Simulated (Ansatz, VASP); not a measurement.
**Two plane-wave programs on W**

```
CELL_PARAMETERS angstrom
-1.55928 1.55928 1.55928
1.55928 -1.55928 1.55928
1.55928 1.55928 -1.55928
ATOMIC_POSITIONS crystal
W 0.00000 0.00000 0.00000
```

Alike in both runs: task single point; functional PBE; k mesh 18 × 18 × 18; occupations gaussian, width 0.1 eV; no spin polarisation.

|  | VASP | Ansatz |
| --- | --- | --- |
| version | VASP 6.6.1 | Ansatz 0.2.0 |
| potentials or method | VASP PAW PBE potentials, release 64 (W_sv), cutoff 520 eV | scalar-relativistic, plane waves, PAW |
| valence electrons in the cell | 14 | 14 |

```csv
,VASP,Ansatz,Ansatz less VASP
gap on the k mesh at the Fermi level (eV),none,none,-
pressure (GPa),22.4,21.6,-0.79
```

A gap of «none» marks a metal or a gap that the smearing closes. The functional is the same, so the differences come from potentials, cutoffs and numerics.

Neither program's run includes spin-orbit coupling.
